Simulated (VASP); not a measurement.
# Re (P6_3/mmc) in VASP: notebook

The runs below take Re through single point, with r2SCAN.

Program: VASP 6.6.1. These are calculated values, not measurements. Logs are shortened: lines on timing, memory, paths and dates and some standing lists are left out, and cuts for length are marked.

## 1. The cell of the first run

The structure is hexagonal, space group P6_3/mmc (No. 194). The conventional cell has a = 2.645 Å, b = 2.645 Å, c = 4.271 Å, α = 90.00°, β = 90.00°, γ = 120.00°. Re (site symmetry -6m2) has 12 Re at 2.63 to 2.64 Å within 3.5 Å.

## 2. Single point, r2SCAN (12.94 Å³/atom)

The input, POSCAR:

```
Re
1.0
    2.6446980186      0.0000000000      0.0000000000
   -1.3223490093      2.2903756695      0.0000000000
    0.0000000000      0.0000000000      4.2712892804
Re
2
Direct
    0.3333333333      0.6666666667      0.2500000000
    0.6666666667      0.3333333333      0.7500000000
```

The input, INCAR.step1:

```
SYSTEM = Re
PREC = Accurate
ENCUT = 520
ISMEAR = -1
SIGMA = 0.1
LREAL = .False.
LASPH = .True.
NELM = 100
NBANDS = 14
GGA = PE
ALGO = Normal
EDIFF = 1E-4
LWAVE = .True.
LCHARG = .False.
```

The input, INCAR.step2:

```
SYSTEM = Re
PREC = Accurate
ENCUT = 520
EDIFF = 1E-7
ISMEAR = -1
SIGMA = 0.1
LREAL = .False.
LASPH = .True.
NELM = 100
ALGO = Normal
ISIF = 2
LWAVE = .False.
LCHARG = .False.
METAGGA = R2SCAN
LMIXTAU = .True.
NBANDS = 14
ISTART = 1
```

The input, KPOINTS:

```
regular mesh
0
Gamma
  21 21 12
  0 0 0
```

Potentials or basis: VASP PAW PBE potentials, release 64 (Re).

Command:

```bash
$ cat potpaw_PBE.64/Re/POTCAR > POTCAR
$ cp INCAR.step1 INCAR
$ mpirun -np 1 vasp_std > vasp.out
$ cp INCAR.step2 INCAR
$ mpirun -np 1 vasp_std > vasp.out
```

OUTCAR:

```text
SYSTEM = Re
   PREC = Accurate
   ENCUT = 520
   EDIFF = 1E-7
   ISMEAR = -1
   LREAL = .False.
   LASPH = .True.
   NELM = 100
   ISIF = 2
   METAGGA = R2SCAN
   ISTART = 1

 ion  position               nearest neighbor table
   1  0.333  0.667  0.250-   2 2.63   2 2.63   2 2.63   2 2.63   2 2.63   2 2.63
   2  0.667  0.333  0.750-   1 2.63   1 2.63   1 2.63   1 2.63   1 2.63   1 2.63

  LATTYP: Found a hexagonal cell.
 ALAT       =     2.6446980186
 C/A-ratio  =     1.6150385603

  Lattice vectors:

 A1 = (   2.6446980186,   0.0000000000,   0.0000000000)
 A2 = (  -1.3223490093,   2.2903756695,   0.0000000000)
 A3 = (   0.0000000000,   0.0000000000,   4.2712892804)

Analysis of symmetry for initial positions (statically):
=====================================================================
 Subroutine PRICEL returns:
 Original cell was already a primitive cell.

 Routine SETGRP: Setting up the symmetry group for a
 hexagonal supercell.

 Subroutine GETGRP returns: Found 24 space group operations
 (whereof 12 operations were pure point group operations)
 out of a pool of 24 trial point group operations.

The static configuration has the point symmetry D_3d.
 The point group associated with its full space group is D_6h.

Analysis of symmetry for dynamics (positions and initial velocities):
=====================================================================
 Subroutine PRICEL returns:
 Original cell was already a primitive cell.

 Routine SETGRP: Setting up the symmetry group for a
 hexagonal supercell.

 Subroutine GETGRP returns: Found 24 space group operations
 (whereof 12 operations were pure point group operations)
 out of a pool of 24 trial point group operations.

The dynamic configuration has the point symmetry D_3d.
 The point group associated with its full space group is D_6h.

 Subroutine INISYM returns: Found 24 space group operations
 (whereof 12 operations are pure point group operations),
 and found     1 'primitive' translations

----------------------------------------------------------------------------------------

                                     Primitive cell

  volume of cell :      25.8727

  direct lattice vectors                    reciprocal lattice vectors
     2.644698019  0.000000000  0.000000000     0.378115003  0.218304799  0.000000000
    -1.322349009  2.290375669  0.000000000     0.000000000  0.436609598  0.000000000
     0.000000000  0.000000000  4.271289280     0.000000000  0.000000000  0.234121347

  length of vectors
     2.644698019  2.644698019  4.271289280     0.436609598  0.436609598  0.234121347

  position of ions in fractional coordinates (direct lattice)
     0.333333333  0.666666667  0.250000000
     0.666666667  0.333333333  0.750000000

  ion indices of the primitive-cell ions
   primitive index   ion index
                 1           1
                 2           2

----------------------------------------------------------------------------------------

 KPOINTS: regular mesh

Automatic generation of k-mesh.
 Grid dimensions read from file:
 generate k-points for:   21   21   12

 Generating k-lattice:

  Cartesian coordinates                     Fractional coordinates (reciprocal lattice)
     0.018005476  0.010395467  0.000000000     0.047619048 -0.000000000  0.000000000
     0.000000000  0.020790933  0.000000000     0.000000000  0.047619048  0.000000000
     0.000000000  0.000000000  0.019510112     0.000000000  0.000000000  0.083333333

  Length of vectors
     0.020790933  0.020790933  0.019510112

  Shift w.r.t. Gamma in fractional coordinates (k-lattice)
     0.000000000  0.000000000  0.000000000

 Subroutine IBZKPT returns following result:
 ===========================================

 Found    336 irreducible k-points:

 Following reciprocal coordinates:
            Coordinates               Weight
  0.000000  0.000000  0.000000      1.000000
  0.047619  0.000000  0.000000      6.000000
  0.095238  0.000000  0.000000      6.000000
  0.142857  0.000000  0.000000      6.000000
[... 52 lines left out ...]
      3       6.4864      2.00000
      4       7.7561      2.00000
      5       7.9620      2.00000
      6       8.1635      1.99999
      7       8.5449      1.99947
      8       8.7990      1.99331
      9       9.2184      1.63568
     10       9.5649      0.24639
     11      13.7660      0.00000
     12      15.2677      0.00000
     13      21.8153      0.00000
     14      25.3382      0.00000

 k-point     4 :       0.1429    0.0000    0.0000
  band No.  band energies     occupation
      1      -0.8971      2.00000
      2       2.2531      2.00000
      3       6.0177      2.00000
      4       7.4657      2.00000
      5       7.6869      2.00000
      6       8.2710      1.99997
      7       8.5530      1.99943
      8       8.8624      1.98741
      9       9.2811      1.41150
     10       9.2860      1.39114
     11      13.9980      0.00000
     12      16.6444      0.00000
     13      21.7572      0.00000
     14      26.4647      0.00000

 k-point     5 :       0.1905    0.0000    0.0000
  band No.  band energies     occupation
      1      -0.2240      2.00000
      2       2.7104      2.00000
      3       5.6610      2.00000
      4       6.4082      2.00000
      5       7.3555      2.00000
      6       8.4657      1.99976
      7       8.9722      1.96272
      8       8.9773      1.96081
      9       9.1299      1.83170
     10       9.9445      0.00629
     11      14.2316      0.00000
[... 276 lines left out ...]
 k-point    22 :       0.0952    0.0952    0.0000
  band No.  band energies     occupation
      1      -0.5897      2.00000
      2       2.5215      2.00000
      3       5.7258      2.00000
      4       7.0750      2.00000
      5       7.5980      2.00000
      6       8.2554      1.99997
      7       8.5754      1.99928
      8       8.6441      1.99857
      9       9.4996      0.42496
     10       9.7052      0.06673
     11      14.0073      0.00000
     12      17.3644      0.00000
     13      21.6946      0.00000
     14      27.0526      0.00000

 k-point    23 :       0.1429    0.0952    0.0000
  band No.  band energies     occupation
      1       0.0723      2.00000
      2       3.0011      2.00000
      3       5.3163      2.00000
      4       6.1685      2.00000
      5       7.3335      2.00000
      6       7.8148      2.00000
      7       8.9822      1.95891
      8       9.3071      1.29826
      9       9.4060      0.81518
     10      10.4800      0.00003
     11      14.1459      0.00000
     12      18.6910      0.00000
     13      21.4992      0.00000
     14      27.9373      0.00000

 k-point    24 :       0.1905    0.0952    0.0000
  band No.  band energies     occupation
      1       0.8177      2.00000
      2       3.3080      2.00000
      3       5.1388      2.00000
      4       5.2973      2.00000
      5       7.1783      2.00000
      6       7.4545      2.00000
      7       9.0165      1.94253
      8       9.5389      0.30807
      9      10.3266      0.00014
     10      11.4141      0.00000
     11      14.2804      0.00000
     12      20.0508      0.00000
     13      21.2365      0.00000
     14      27.4609      0.00000

 [... further k-points ...]
[... 5 lines left out ...]
  --------------------------------------------------------------------------------------
  -------------------------------------------------------------------------------------
  Total       10.7839869     10.7839869     10.8337987     -0.0000000      0.0000000      0.0000000
  in kB      667.8026502    667.8026502    670.8872648     -0.0000000      0.0000000      0.0000000
  external PRESSURE =     668.8308551 kB  Pullay stress =       0.0000000 kB

 VOLUME and BASIS-vectors are now :
 -----------------------------------------------------------------------------
  energy-cutoff  :      520.00
  volume of cell :       25.87
      direct lattice vectors                 reciprocal lattice vectors
     2.644698019  0.000000000  0.000000000     0.378115003  0.218304799  0.000000000
    -1.322349009  2.290375669  0.000000000     0.000000000  0.436609598  0.000000000
     0.000000000  0.000000000  4.271289280     0.000000000  0.000000000  0.234121347

 POSITION                                       TOTAL-FORCE (eV/Angst)
 -----------------------------------------------------------------------------------
     -0.00000      1.52692      1.06782        -0.000000     -0.000000      0.000000
      1.32235      0.76346      3.20347         0.000000      0.000000      0.000000
 -----------------------------------------------------------------------------------
    total drift:                               -0.000000      0.000000     -0.000000

  FREE ENERGIE OF THE ION-ELECTRON SYSTEM (eV)
  ---------------------------------------------------
  free  energy   TOTEN  =      -104.2645018830 eV

  energy  without entropy=     -104.2207954522  energy(sigma->0) =     -104.24264867
```

Wall time 3.8 min (1 thread of AMD EPYC 9R45 (Zen 5), shared host); peak memory 0.2 GiB.

Results:

| Property | Result |
| --- | --- |
| Free energy | -104.2645 eV |
| Pressure | 66.9 GPa |
| Band gap on the k mesh | zero (bands 7 and 8 overlap by 4.24 eV) |

Levels at points of the mesh, in eV from the Fermi level:
```tsv
k point	band 5	band 6	band 7	band 8	band 9	band 10
(0.00, 0.00, 0.00)	-2.03	-0.97	-0.97	0.20	0.20	0.94
(0.00, 0.00, 0.50)	-2.18	-2.18	-2.18	-2.18	3.18	3.18
```

Caveat: the cell stands under pressure; the PAW data sets were made with another functional, which shifts forces and pressure a little; spin-orbit coupling is left out, which moves the levels of the heavy elements.

## 3. Single point, r2SCAN (13.52 Å³/atom)

This run uses another cell than the first one, of 13.52 Å³/atom.

The input, POSCAR:

```
Re
1.0
    2.6841769438      0.0000000000      0.0000000000
   -1.3420884719      2.3245654216      0.0000000000
    0.0000000000      0.0000000000      4.3350492668
Re
2
Direct
    0.3333333333      0.6666666667      0.2500000000
    0.6666666667      0.3333333333      0.7500000000
```

The input, INCAR.step1:

```
ALGO = Normal
EDIFF = 1E-4
ENCUT = 520
GGA = PE
ISMEAR = -1
LASPH = T
LCHARG = F
LREAL = F
LWAVE = T
NBANDS = 14
NELM = 60
PREC = Accurate
SIGMA = 0.1
```

The input, INCAR.step2:

```
ALGO = Normal
EDIFF = 1E-6
ENCUT = 520
ISIF = 2
ISMEAR = -1
ISTART = 1
LASPH = T
LCHARG = F
LMIXTAU = T
LREAL = F
LWAVE = F
METAGGA = R2SCAN
NBANDS = 14
NELM = 60
PREC = Accurate
SIGMA = 0.1
```

The input, KPOINTS:

```
k-points
0
Gamma
  21 21 12
```

Potentials or basis: VASP PAW PBE potentials, release 64 (Re).

Command:

```bash
$ cat potpaw_PBE.64/Re/POTCAR > POTCAR
$ cp INCAR.step1 INCAR
$ mpirun -np 1 vasp_std > vasp.out
$ cp INCAR.step2 INCAR
$ mpirun -np 1 vasp_std > vasp.out
```

Wall time 3.5 min (1 thread of AMD EPYC 9R45 (Zen 5), shared host); peak memory 0.2 GiB.

The run converged. Its results:

| Quantity | Value |
| --- | --- |
| Free energy | -104.6529 eV |
| Pressure | 39.7 GPa |
| Band gap on the k mesh | zero (bands 7 and 8 overlap by 3.87 eV) |

Stress tensor (GPa, compression positive):
```
39.57  0.00  0.00
 0.00 39.57  0.00
 0.00  0.00 39.85
```

Levels at points of the mesh, in eV from the Fermi level:
```
           k point  band 5  band 6  band 7  band 8  band 9  band 10
(0.00, 0.00, 0.00)   -1.88   -0.89   -0.89    0.21    0.21     0.78
(0.00, 0.00, 0.50)   -2.02   -2.02   -2.02   -2.02    3.00     3.00
```

Caveat: the cell stands under pressure; the PAW data sets were made with another functional, which shifts forces and pressure a little; spin-orbit coupling is left out, which moves the levels of the heavy elements.

## 4. Single point, r2SCAN (14.11 Å³/atom)

This run uses another cell than the first one, of 14.11 Å³/atom.

The input, POSCAR:

```
Re
1.0
    2.7225275101      0.0000000000      0.0000000000
   -1.3612637550      2.3577779862      0.0000000000
    0.0000000000      0.0000000000      4.3969869102
Re
2
Direct
    0.3333333333      0.6666666667      0.2500000000
    0.6666666667      0.3333333333      0.7500000000
```

The input, INCAR.step1:

```
SYSTEM = Re
PREC = Accurate ; ENCUT = 520
ISMEAR = -1 ; SIGMA = 0.1
LREAL = .False. ; LASPH = .True.
NELM = 80 ; NBANDS = 14
GGA = PE ; ALGO = Normal
EDIFF = 1E-4 ; LWAVE = .True.
LCHARG = .False.
```

The input, INCAR.step2:

```
SYSTEM = Re
PREC = Accurate ; ENCUT = 520
EDIFF = 1E-6 ; ISMEAR = -1
SIGMA = 0.1 ; LREAL = .False.
LASPH = .True. ; NELM = 80
ALGO = Normal ; ISIF = 2
LWAVE = .False. ; LCHARG = .False.
METAGGA = R2SCAN ; LMIXTAU = .True.
NBANDS = 14 ; ISTART = 1
```

The input, KPOINTS:

```
Automatic mesh
0
Gamma
  21 21 12
  0 0 0
```

Command:

```bash
$ cat potpaw_PBE.64/Re/POTCAR > POTCAR
$ cp INCAR.step1 INCAR
$ mpirun -np 1 vasp_std > vasp.out
$ cp INCAR.step2 INCAR
$ mpirun -np 1 vasp_std > vasp.out
```

Wall time 4.9 min (1 thread of AMD EPYC 9R45 (Zen 5), shared host); peak memory 0.21 GiB.

Results (log left out):

| Item | Value |
| --- | --- |
| Free energy | -104.8618 eV |
| Pressure | 17.8 GPa |
| Band gap on the k mesh | zero (bands 7 and 8 overlap by 3.56 eV) |

Stress tensor (GPa, compression positive):
```
17.69  0.00  0.00
 0.00 17.69  0.00
 0.00  0.00 17.91
```

Levels at points of the mesh, in eV from the Fermi level:
```csv
k point,band 3,band 4,band 5,band 6,band 7,band 8,band 9,band 10,band 11,band 12
"(0.00, 0.00, 0.00)",-1.76,-1.74,-1.74,-0.82,-0.82,0.22,0.22,0.65,3.72,3.72
"(0.00, 0.00, 0.50)",-2.63,-2.63,-1.88,-1.88,-1.88,-1.88,2.83,2.83,2.83,2.83
```

Caveat: the cell stands under pressure; the PAW data sets were made with another functional, which shifts forces and pressure a little; spin-orbit coupling is left out, which moves the levels of the heavy elements.

## 5. Single point, r2SCAN

This run uses another cell than the first one, of 14.70 Å³/atom.

The input, POSCAR:

```
Re
1.0
    2.7598270424      0.0000000000      0.0000000000
   -1.3799135212      2.3900803288      0.0000000000
    0.0000000000      0.0000000000      4.4572270933
Re
2
Direct
    0.3333333333      0.6666666667      0.2500000000
    0.6666666667      0.3333333333      0.7500000000
```

The input, INCAR.step1:

```
SYSTEM = Re
  ALGO = Normal
  EDIFF = 1E-4
  ENCUT = 520
  GGA = PE
  ISMEAR = -1
  LASPH = .TRUE.
  LCHARG = .FALSE.
  LREAL = .FALSE.
  LWAVE = .TRUE.
  NBANDS = 14
  NELM = 60
  PREC = Accurate
  SIGMA = 0.1
```

The input, INCAR.step2:

```
SYSTEM = Re
  ALGO = Normal
  EDIFF = 1E-6
  ENCUT = 520
  ISIF = 2
  ISMEAR = -1
  ISTART = 1
  LASPH = .TRUE.
  LCHARG = .FALSE.
  LMIXTAU = .TRUE.
  LREAL = .FALSE.
  LWAVE = .FALSE.
  METAGGA = R2SCAN
  NBANDS = 14
  NELM = 60
  PREC = Accurate
  SIGMA = 0.1
```

The input, KPOINTS:

```
k-points
0
G
  21 21 12
  0 0 0
```

Command:

```bash
$ cat potpaw_PBE.64/Re/POTCAR > POTCAR
$ cp INCAR.step1 INCAR
$ mpirun -np 1 vasp_std > vasp.out
$ cp INCAR.step2 INCAR
$ mpirun -np 1 vasp_std > vasp.out
```

Wall time 6.5 min (1 thread of AMD EPYC 9R45 (Zen 5), shared host); peak memory 0.22 GiB.

Results (log left out):

```yaml
Free_energy: -104.9260 eV
Pressure: 0.1 GPa
Band_gap_on_the_k_mesh: zero (bands 7 and 8 overlap by 3.29 eV)
```

Stress tensor (GPa, compression positive):
```
0.06 0.00 0.00
0.00 0.06 0.00
0.00 0.00 0.20
```

Levels at points of the mesh, in eV from the Fermi level:
| k point | band 4 | band 5 | band 6 | band 7 | band 8 | band 9 | band 10 | band 11 |
| --- | --- | --- | --- | --- | --- | --- | --- | --- |
| (0.00, 0.00, 0.00) | -1.62 | -1.62 | -0.76 | -0.76 | 0.22 | 0.22 | 0.55 | 3.53 |
| (0.00, 0.00, 0.50) | -2.51 | -1.76 | -1.76 | -1.76 | -1.76 | 2.67 | 2.67 | 2.67 |

Caveat: the PAW data sets were made with another functional, which shifts forces and pressure a little; spin-orbit coupling is left out, which moves the levels of the heavy elements.

## 6. Single point, r2SCAN (15.29 Å³/atom)

This run uses another cell than the first one, of 15.29 Å³/atom.

The input, POSCAR:

```
Re
1.0
    2.7961447210      0.0000000000      0.0000000000
   -1.3980723605      2.4215323610      0.0000000000
    0.0000000000      0.0000000000      4.5158815445
Re
2
Direct
    0.3333333333      0.6666666667      0.2500000000
    0.6666666667      0.3333333333      0.7500000000
```

The input, INCAR.step1:

```
  PREC = Accurate
  ENCUT = 520
  ISMEAR = -1
  SIGMA = 0.1
  LREAL = False
  LASPH = True
  NELM = 80
  NBANDS = 14
  GGA = PE
  ALGO = Normal
  EDIFF = 1E-4
  LWAVE = True
  LCHARG = False
```

The input, INCAR.step2:

```
  PREC = Accurate
  ENCUT = 520
  EDIFF = 1E-6
  ISMEAR = -1
  SIGMA = 0.1
  LREAL = False
  LASPH = True
  NELM = 80
  ALGO = Normal
  ISIF = 2
  LWAVE = False
  LCHARG = True
  METAGGA = R2SCAN
  LMIXTAU = True
  LELF = True
  LVHAR = True
  NBANDS = 14
  ISTART = 1
```

The input, KPOINTS:

```
Automatic mesh
0
Gamma
  21 21 12
```

Potentials or basis: VASP PAW PBE potentials, release 64 (Re).

Command:

```bash
$ cat potpaw_PBE.64/Re/POTCAR > POTCAR
$ cp INCAR.step1 INCAR
$ mpirun -np 1 vasp_std > vasp.out
$ cp INCAR.step2 INCAR
$ mpirun -np 1 vasp_std > vasp.out
```

Run time: 6 min. Hardware: 1 thread of AMD EPYC 9R45 (Zen 5), shared host; peak memory 0.23 GiB.

Results (log left out):

| Quantity | Value |
| --- | --- |
| Free energy | -104.8737 eV |
| Pressure | -14.1 GPa |
| Band gap on the k mesh | zero (bands 7 and 8 overlap by 3.06 eV) |

Levels at points of the mesh, in eV from the Fermi level:
```csv
k point,band 5,band 6,band 7,band 8,band 9,band 10
"(0.00, 0.00, 0.00)",-1.52,-0.71,-0.71,0.22,0.22,0.47
"(0.00, 0.00, 0.50)",-1.65,-1.65,-1.65,-1.65,2.52,2.52
```

Caveat: the cell stands under tension; the PAW data sets were made with another functional, which shifts forces and pressure a little; spin-orbit coupling is left out, which moves the levels of the heavy elements.

## 7. Summary

| cell | gap on the mesh (eV) | pressure (GPa) |
| --- | --- | --- |
| a = 2.645, b = 2.645, c = 4.271 Å, angles 90.0, 90.0, 120.0°, 2 atoms | none | 66.9 |
| a = 2.684, b = 2.684, c = 4.335 Å, angles 90.0, 90.0, 120.0°, 2 atoms | none | 39.7 |
| a = 2.723, b = 2.723, c = 4.397 Å, angles 90.0, 90.0, 120.0°, 2 atoms | none | 17.8 |
| a = 2.760, b = 2.760, c = 4.457 Å, angles 90.0, 90.0, 120.0°, 2 atoms | none | 0.1 |
| a = 2.796, b = 2.796, c = 4.516 Å, angles 90.0, 90.0, 120.0°, 2 atoms | none | -14.1 |

Alike in all rows: task single point; level r2SCAN; potentials or basis VASP PAW PBE potentials, release 64 (Re); no spin polarisation; k mesh 21 × 21 × 12; cutoff (eV) 520; smearing fermi-dirac 0.1 eV.

Caveats: the PAW data sets were made with another functional, which shifts forces and pressure a little; spin-orbit coupling is left out, which moves the levels of the heavy elements; the cell stands under pressure (at least some runs); the cell stands under tension (at least some runs).

Absolute energies hang on the potentials; compare differences alone.
